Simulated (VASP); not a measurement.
Mo:

```xyz
1
Lattice="-1.5650 1.5650 1.5650 1.5650 -1.5650 1.5650 1.5650 1.5650 -1.5650" Properties=species:S:1:pos:R:3 pbc="T T T"
Mo    0.0000    0.0000    0.0000
```

Program: VASP 6.6.1. Alike in all runs: task single point; potentials or basis VASP PAW PBE potentials, release 64 (Mo_sv); no spin polarisation; cell as given; k mesh 11 × 11 × 11; smearing fermi-dirac 0.05 eV.

Question: Order these runs on this cell by their pressure, lowest first.
A. level r2SCAN; cutoff (eV) 550
B. level PBEsol; cutoff (eV) 500
C. level PBE; cutoff (eV) 500

Answer: B (0.6 GPa), A (7.3 GPa), C (8.8 GPa).

Caveats: the PAW data sets were made with another functional, which shifts forces and pressure a little (some runs).
